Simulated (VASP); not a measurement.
# Ta2BeP4 (P4/mmm) in VASP: further runs

The runs below take Ta2BeP4 through relaxation of cell and atoms, with PBE.

All numbers are computed with VASP 6.6.1; they aren't measurements. Logs are shortened: lines on timing, memory, paths and dates and some standing lists are left out, and cuts for length are marked.

### Step 1. The cell of the first run

It takes space group P4/mmm (No. 123, tetragonal). Conventional cell: a = 4.122 Å, b = 4.122 Å, c = 5.829 Å, α = 90.00°, β = 90.00°, γ = 90.00°. Within 3.3 Å of Ta (site symmetry 4/mmm) lie 8 P at 2.52 Å and 4 Be at 2.91 Å. Ta (site symmetry 4/mmm) has 8 P at 2.52 Å and 2 Be at 2.91 Å within 3.3 Å. Be (site symmetry 4/mmm) has 8 P at 2.52 Å and 6 Ta at 2.91 Å within 3.3 Å. P (site symmetry 2mm) has 4 Ta at 2.52 Å and 2 Be at 2.52 Å and 6 P at 2.91 Å within 3.3 Å.

### Step 2. Relaxation of cell and atoms, PBE

Input file INCAR:

```
PREC = Accurate
ENCUT = 600
EDIFF = 1E-6
ISMEAR = 0
SIGMA = 0.1
LREAL = F
LASPH = T
NELM = 80
ALGO = Normal
ISIF = 3
LWAVE = F
LCHARG = F
GGA = PE
IBRION = 2
NSW = 90
EDIFFG = -0.04
```

Input file KPOINTS:

```
regular mesh
0
Gamma
  4 4 4
```

Input file POSCAR:

```
Ta2BeP4
1.0
    4.1215834400      0.0000000000      0.0000000000
    0.0000000000      4.1215834400      0.0000000000
    0.0000000000      0.0000000000      5.8287992000
Ta Be P
2 1 4
Direct
    0.5000000000      0.5000000000      0.0000000000
    0.0000000000      0.0000000000      0.5000000000
    0.0000000000      0.0000000000      0.0000000000
    0.5000000000      0.0000000000      0.2500000000
    0.0000000000      0.5000000000      0.2500000000
    0.5000000000      0.0000000000      0.7500000000
    0.0000000000      0.5000000000      0.7500000000
```

Potentials or basis: VASP PAW PBE potentials, release 64 (Ta_pv, Be, P).

Started as:

```console
cat potpaw_PBE.64/Ta_pv/POTCAR potpaw_PBE.64/Be/POTCAR potpaw_PBE.64/P/POTCAR > POTCAR
mpirun -np 1 vasp_std > vasp.out
```

OUTCAR:

```text
PREC = Accurate
   ENCUT = 600
   EDIFF = 1E-6
   ISMEAR = 0
   LREAL = F
   LASPH = T
   NELM = 80
   ISIF = 3
   GGA = PE
   IBRION = 2
   NSW = 90
   EDIFFG = -0.04

 ion  position               nearest neighbor table
   1  0.500  0.500  0.000-   4 2.52   5 2.52   6 2.52   7 2.52   4 2.52   6 2.52   5 2.52   7 2.52
                             3 2.91   3 2.91   3 2.91   3 2.91
   2  0.000  0.000  0.500-   4 2.52   5 2.52   6 2.52   7 2.52   5 2.52   7 2.52   4 2.52   6 2.52
                             3 2.91   3 2.91
   3  0.000  0.000  0.000-   4 2.52   5 2.52   6 2.52   7 2.52   5 2.52   7 2.52   4 2.52   6 2.52
                             1 2.91   1 2.91   1 2.91   1 2.91   2 2.91   2 2.91
   4  0.500  0.000  0.250-   1 2.52   2 2.52   3 2.52   1 2.52   2 2.52   3 2.52   5 2.91   5 2.91
                             5 2.91   5 2.91   6 2.91   6 2.91
   5  0.000  0.500  0.250-   1 2.52   2 2.52   3 2.52   2 2.52   3 2.52   1 2.52   4 2.91   4 2.91
                             4 2.91   4 2.91   7 2.91   7 2.91
   6  0.500  0.000  0.750-   1 2.52   2 2.52   3 2.52   1 2.52   2 2.52   3 2.52   7 2.91   7 2.91
                             7 2.91   7 2.91   4 2.91   4 2.91
   7  0.000  0.500  0.750-   1 2.52   2 2.52   3 2.52   2 2.52   3 2.52   1 2.52   6 2.91   6 2.91
                             6 2.91   6 2.91   5 2.91   5 2.91

  LATTYP: Found a simple tetragonal cell.
 ALAT       =     4.1215834400
 C/A-ratio  =     1.4142135625

  Lattice vectors:

 A1 = (   4.1215834400,   0.0000000000,   0.0000000000)
 A2 = (   0.0000000000,   4.1215834400,   0.0000000000)
 A3 = (   0.0000000000,   0.0000000000,   5.8287992000)

Analysis of symmetry for initial positions (statically):
=====================================================================
 Subroutine PRICEL returns:
 Original cell was already a primitive cell.

 Routine SETGRP: Setting up the symmetry group for a
 simple tetragonal supercell.

 Subroutine GETGRP returns: Found 16 space group operations
 (whereof 16 operations were pure point group operations)
 out of a pool of 16 trial point group operations.

The static configuration has the point symmetry D_4h.

Analysis of symmetry for dynamics (positions and initial velocities):
=====================================================================
 Subroutine PRICEL returns:
 Original cell was already a primitive cell.

 Routine SETGRP: Setting up the symmetry group for a
 simple tetragonal supercell.

 Subroutine GETGRP returns: Found 16 space group operations
 (whereof 16 operations were pure point group operations)
 out of a pool of 16 trial point group operations.

The dynamic configuration has the point symmetry D_4h.

 Subroutine INISYM returns: Found 16 space group operations
 (whereof 16 operations are pure point group operations),
 and found     1 'primitive' translations

----------------------------------------------------------------------------------------

                                     Primitive cell

  volume of cell :      99.0164

  direct lattice vectors                    reciprocal lattice vectors
     4.121583440  0.000000000  0.000000000     0.242625198  0.000000000  0.000000000
     0.000000000  4.121583440  0.000000000     0.000000000  0.242625198  0.000000000
     0.000000000  0.000000000  5.828799200     0.000000000  0.000000000  0.171561923

  length of vectors
     4.121583440  4.121583440  5.828799200     0.242625198  0.242625198  0.171561923

  position of ions in fractional coordinates (direct lattice)
     0.500000000  0.500000000  0.000000000
     0.000000000  0.000000000  0.500000000
     0.000000000  0.000000000  0.000000000
     0.500000000  0.000000000  0.250000000
     0.000000000  0.500000000  0.250000000
     0.500000000  0.000000000  0.750000000
     0.000000000  0.500000000  0.750000000

  ion indices of the primitive-cell ions
   primitive index   ion index
                 1           1
                 2           2
                 3           3
                 4           4
                 5           5
                 6           6
                 7           7

----------------------------------------------------------------------------------------

 KPOINTS: regular mesh

Automatic generation of k-mesh.
 Grid dimensions read from file:
 generate k-points for:    4    4    4

 Generating k-lattice:

  Cartesian coordinates                     Fractional coordinates (reciprocal lattice)
     0.060656300  0.000000000  0.000000000     0.250000000  0.000000000  0.000000000
     0.000000000  0.060656300  0.000000000     0.000000000  0.250000000  0.000000000
     0.000000000  0.000000000  0.042890481     0.000000000  0.000000000  0.250000000

  Length of vectors
     0.060656300  0.060656300  0.042890481

  Shift w.r.t. Gamma in fractional coordinates (k-lattice)
     0.000000000  0.000000000  0.000000000

 Subroutine IBZKPT returns following result:
 ===========================================

 Found     18 irreducible k-points:

 Following reciprocal coordinates:
            Coordinates               Weight
  0.000000  0.000000  0.000000      1.000000
  0.250000  0.000000  0.000000      4.000000
  0.500000  0.000000  0.000000      2.000000
  0.250000  0.250000  0.000000      4.000000
  0.500000  0.250000  0.000000      4.000000
  0.500000  0.500000  0.000000      1.000000
[... 10 lines left out ...]
  0.500000  0.250000  0.500000      4.000000
  0.500000  0.500000  0.500000      1.000000
   k-points           NKPTS =     18   k-points in BZ     NKDIM =     18   number of bands    NBANDS=     26
   number of dos      NEDOS =    301   number of ions     NIONS =      7
   total plane-waves  NPLWV =  62208
   dimension x,y,z NGX =    36 NGY =   36 NGZ =   48
   dimension x,y,z NGXF=    72 NGYF=   72 NGZF=   96
   ions per type =               2   1   4
   NGX,Y,Z   is equivalent  to a cutoff of  14.52, 14.52, 13.69 a.u.
   NGXF,Y,Z  is equivalent  to a cutoff of  29.04, 29.04, 27.38 a.u.
 SYSTEM =  unknown system
   PREC   = accura    normal or accurate (medium, high low for compatibility)
   ISTART =      0    job   : 0-new  1-cont  2-samecut
   ICHARG =      2    charge: 1-file 2-atom 10-const
   ISPIN  =      1    spin polarized calculation?
   LNONCOLLINEAR =      F non collinear calculations
   LSORBIT =      F    spin-orbit coupling
   LASPH  =      T    aspherical Exc in radial PAW
   ENCUT  =  600.0 eV  44.10 Ry    6.64 a.u.   8.23  8.23 11.64*2*pi/ulx,y,z
   NELM   =     80;   NELMIN=  2; NELMDL= -5     # of ELM steps
   EDIFF  = 0.1E-05   stopping-criterion for ELM
   LREAL  =      F    real-space projection
   EDIFFG = -.4E-01   stopping-criterion for IOM
   NSW    =     90    number of steps for IOM
   IBRION =      2    ionic relax: 0-MD 1-quasi-New 2-CG
   NFREE  =      1    steps in history (QN), initial steepest desc. (CG)
   ISIF   =      3    stress and relaxation
   ISYM   =      2    0-nonsym 1-usesym 2-fastsym
   POTIM  = 0.5000    time-step for ionic-motion
   TEBEG  =    0.0;   TEEND  =   0.0 temperature during run
   PSTRESS=    0.0 pullay stress
   NELECT =      44.0000    total number of electrons
   NUPDOWN=      -1.0000    fix difference up-down
   EMIN   =  10.00;   EMAX   =-10.00  energy-range for DOS
   EFERMI =   0.00;   METHOD = LEGACY
   ISMEAR =     0;   SIGMA  =   0.10  broadening in eV -4-tet -1-fermi 0-gaus
   EFERMI_NEDOS =   21; number of points for ismear=-14 and -15
   IALGO  =     38    algorithm
   IMIX   =      4    mixing-type and parameters
     AMIX     =   0.40;   BMIX     =  1.00
     AMIX_MAG =   1.60;   BMIX_MAG =  1.00
  volume/ion in A,a.u.               =      14.15        95.46
  Fermi-wavevector in a.u.,A,eV,Ry     =   1.249271  2.360780 21.234311  1.560678
  Thomas-Fermi vector in A             =   2.383319
   LORBIT       =      0    0 simple, 1 ext, 2 COOP (PROOUT), +10 PAW based schemes
   GGA     = PE    functional components
   LHFCALC =     F    Hartree Fock is set to
   AEXX    =    0.0000 exact exchange contribution
   IVDW    =     0    specifies the selected vdW correction
   LEPSILON=     F    determine dielectric tensor
   LRPA    =     F    only Hartree local field effects (RPA)
 conjugate gradient relaxation of ions
 non-spin polarized calculation
 Gauss-broadening in eV      SIGMA  =   0.10
  energy-cutoff  :      600.00
  volume of cell :       99.02
 maximum number of plane-waves:      3352
 NGX is ok and might be reduce to    36
   NGX = 17   NGY = 17   NGZ = 23

--------------------------------------- Ionic step        1  -------------------------------------------

 number of electron      44.0000006 magnetization

 Free energy of the ion-electron system (eV)
  ---------------------------------------------------
  ext. energy  EPLUGINS =         0.00000000
  ---------------------------------------------------
  free energy    TOTEN  =       -47.23981412 eV

  energy without entropy =      -47.21231462  energy(sigma->0) =      -47.22606437

------------------------ aborting loop because EDIFF is reached ----------------------------------------

  FORCE on cell =-STRESS in cart. coord.  units (eV):
  Direction    XX          YY          ZZ          XY          YZ          ZX
  --------------------------------------------------------------------------------------
  -------------------------------------------------------------------------------------
  Total       11.9001846     11.9001846     12.9137057      0.0000000      0.0000000      0.0000000
  in kB      192.5559725    192.5559725    208.9556796      0.0000000      0.0000000      0.0000000
  external PRESSURE =     198.0225415 kB  Pullay stress =       0.0000000 kB
[... 104 lines left out ...]
  FREE ENERGIE OF THE ION-ELECTRON SYSTEM (eV)
  ---------------------------------------------------
  free  energy   TOTEN  =       -47.9390193097 eV

  energy  without entropy=      -47.9002253492  energy(sigma->0) =      -47.91962233

[... ionic steps 4 to 31 ...]

--------------------------------------- Ionic step       32  -------------------------------------------

 number of electron      44.0000006 magnetization

------------------------ aborting loop because EDIFF is reached ----------------------------------------

  FORCE on cell =-STRESS in cart. coord.  units (eV):
  Direction    XX          YY          ZZ          XY          YZ          ZX
  --------------------------------------------------------------------------------------
  -------------------------------------------------------------------------------------
  Total       -0.6462302     -0.6462302      0.5538368      0.0000000      0.0000000      0.0000000
  in kB      -10.0722322    -10.0722322      8.6321756      0.0000000      0.0000000      0.0000000
  external PRESSURE =      -3.8374296 kB  Pullay stress =       0.0000000 kB
[... 67 lines left out ...]
  energy  without entropy=      -49.2102057289  energy(sigma->0) =      -49.22065595

--------------------------------------- Ionic step       34  -------------------------------------------

 number of electron      44.0000012 magnetization

 Free energy of the ion-electron system (eV)
  ---------------------------------------------------
  ext. energy  EPLUGINS =         0.00000000
  ---------------------------------------------------
  free energy    TOTEN  =       -49.23589296 eV

  energy without entropy =      -49.21240283  energy(sigma->0) =      -49.22414789

 E-fermi :   8.7271     XC(G=0): -11.6588

 val. band max:        8.6840359796   @ k =   0.5000   0.2500   0.2500
 cond. band min:       8.7464180398   @ k =   0.5000   0.2500   0.0000
 fundamental gap:      0.0623820602
 Fermi energy:         8.7270822393

 k-point     1 :       0.0000    0.0000    0.0000
  band No.  band energies     occupation
      1     -26.3861      2.00000
      2     -26.3696      2.00000
      3     -26.3696      2.00000
      4     -26.3372      2.00000
      5     -26.2981      2.00000
      6     -26.2981      2.00000
[... 545 lines left out ...]
  FREE ENERGIE OF THE ION-ELECTRON SYSTEM (eV)
  ---------------------------------------------------
  free  energy   TOTEN  =       -49.2358929577 eV

  energy  without entropy=      -49.2124028321  energy(sigma->0) =      -49.22414789

 reached required accuracy - stopping structural energy minimisation
```

It took 16 min on 1 thread of Intel Xeon 6975P-C, shared host; peak memory 0.28 GiB.

Results:

* Free energy: -49.2359 eV
* Relaxed volume: 14.59 Å³/atom
* Relaxed cell: a = 3.707 Å, b = 3.707 Å, c = 7.430 Å, α = 90.00°, β = 90.00°, γ = 90.00°
* Space group after relaxing (to 0.05 Å): P4/mmm (No. 123)
* Energy gained by relaxing: 285.2 meV/atom
* Ionic steps: 34
* Pressure after relaxing: 0.1 GPa
* Largest force after relaxing: 0.018 eV/Å
* Band gap on the k mesh: zero (band 22 reaches 9.75 eV, above the bottom of band 23 at 7.72 eV)

Forces on the atoms (eV/Å):
```
Ta   0.000  0.000  0.000
Ta   0.000  0.000  0.000
Be   0.000  0.000  0.000
P    0.000  0.000 -0.018
P    0.000  0.000 -0.018
P    0.000  0.000  0.018
P    0.000  0.000  0.018
```

The path:
| step | energy change (eV) | largest force (eV/Å) | pressure (GPa) | volume (Å³) |
| --- | --- | --- | --- | --- |
| 1 | 0.0000 | 0.1100 | 19.80 | 99.02 |
| 2 | -0.0346 | 0.1352 | -13.04 | 126.24 |
| 3 | -0.6992 | 0.0326 | -0.28 | 111.73 |
| 4 | -0.6994 | 0.0304 | 0.02 | 111.47 |
| 5 | -0.7008 | 0.0150 | 0.01 | 111.46 |
| 6 | -0.7097 | 0.0348 | -0.08 | 111.45 |
| 7 | -0.7371 | 0.1393 | -0.29 | 111.42 |
| 8 | -0.8327 | 0.3173 | -0.43 | 111.30 |
| 9 | -1.0420 | 0.6504 | -0.95 | 110.87 |
| 10 | -1.2301 | 1.3232 | -2.30 | 109.29 |
| 11 | -1.2247 | 1.4682 | -2.21 | 108.83 |
| 12 | -1.2321 | 1.3686 | -2.29 | 109.15 |
| 13 | -1.2321 | 1.3690 | -2.29 | 109.15 |
| 14 | -1.2322 | 1.3704 | -2.30 | 109.15 |
| 15 | -1.2324 | 1.3728 | -2.31 | 109.14 |
| 16 | -1.2328 | 1.3775 | -2.33 | 109.14 |
| 17 | -1.2331 | 1.3871 | -2.37 | 109.13 |
| 18 | -1.2332 | 1.3920 | -2.39 | 109.13 |
| 19 | -1.2336 | 1.3911 | -2.40 | 109.12 |
| 20 | -1.2348 | 1.3888 | -2.41 | 109.12 |
| 21 | -1.2371 | 1.3869 | -2.38 | 109.10 |
| 22 | -1.2419 | 1.3811 | -2.37 | 109.06 |
| 23 | -1.2512 | 1.3694 | -2.34 | 108.99 |
| 24 | -1.2698 | 1.3466 | -2.29 | 108.85 |
| 25 | -1.3059 | 1.2999 | -2.16 | 108.57 |
| 26 | -1.3742 | 1.2089 | -1.89 | 108.01 |
| 27 | -1.4965 | 1.0582 | -1.27 | 106.89 |
| 28 | -1.7021 | 0.8464 | 0.20 | 104.66 |
| 29 | -1.9119 | 0.0957 | 4.67 | 100.24 |
| 30 | -1.9840 | 0.1059 | 0.43 | 102.35 |
| 31 | -1.9861 | 0.1482 | -0.47 | 102.85 |
| 32 | -1.9862 | 0.1449 | -0.38 | 102.80 |
| 33 | -1.9913 | 0.1042 | -0.24 | 102.58 |
| 34 | -1.9961 | 0.0185 | 0.09 | 102.11 |

Final structure:
```
Ta Be P
1.0
     3.70702    0.00000    0.00000
     0.00000    3.70702    0.00000
     0.00000    0.00000    7.43040
Ta Be P
2 1 4
Direct
  0.50000 0.50000 0.00000
  0.00000 0.00000 0.50000
  0.00000 0.00000 0.00000
  0.50000 0.00000 0.25512
  0.00000 0.50000 0.25512
  0.50000 0.00000 0.74488
  0.00000 0.50000 0.74488
```

Levels at points of the mesh, in eV from the Fermi level:
```tsv
k point	band 18	band 19	band 20	band 21	band 22	band 23	band 24	band 25	band 26
(0.00, 0.00, 0.00)	-3.53	-2.27	-1.33	-1.33	0.05	0.66	1.05	1.48	1.48
(0.50, 0.00, 0.00)	-3.31	-3.16	-3.05	-1.44	-0.79	-0.39	-0.09	0.26	1.17
(0.50, 0.50, 0.00)	-4.41	-4.01	-2.13	0.96	1.02	1.37	2.05	2.42	2.80
(0.00, 0.00, 0.50)	-2.69	-1.95	-1.56	-0.14	-0.14	0.14	0.50	0.50	0.89
(0.50, 0.00, 0.50)	-3.27	-2.47	-2.25	-1.89	-1.53	-1.01	-0.26	0.39	1.27
(0.50, 0.50, 0.50)	-4.15	-2.76	-1.02	0.14	0.97	1.02	1.26	2.09	2.43
```

Caveat: the k points lie up to 0.42 Å⁻¹ apart in the final cell; spin-orbit coupling is left out, which moves the levels of the heavy elements.

(Part 1 of 2 ends here.)
